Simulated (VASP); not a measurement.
The system is Ga3Se.

```
Se Ga
1.0
     4.49079    0.00000    0.00000
     0.00000    4.49079    0.00000
     0.00000    0.00000    4.49079
Se Ga
1 3
Direct
  0.00000 0.00000 0.00000
  0.50000 0.50000 0.00000
  0.50000 0.00000 0.50000
  0.00000 0.50000 0.50000
```

Base run:

| Property | Result |
| --- | --- |
| Program | VASP 6.6.1 |
| Functional | PBEsol |
| Potentials or basis | VASP PAW PBE potentials, release 64 (Se, Ga_d) |
| Cutoff | 520 eV |
| k mesh | 6 × 6 × 6 |
| Occupations | fermi-dirac, width 0.05 eV |
| Spin | no spin polarisation |

Its results: pressure -4.7 GPa.

The run is repeated on the same cell with these changes: functional from PBEsol to r2SCAN; further incar settings from ALGO = Normal; EDIFF = 1e-07; NBANDS = 30 to ALGO = Normal; EDIFF = 1e-06; NBANDS = 30. What comes out?

Pressure -2.8 GPa.

Caveats: the PAW data sets were made with another functional, which shifts forces and pressure a little.
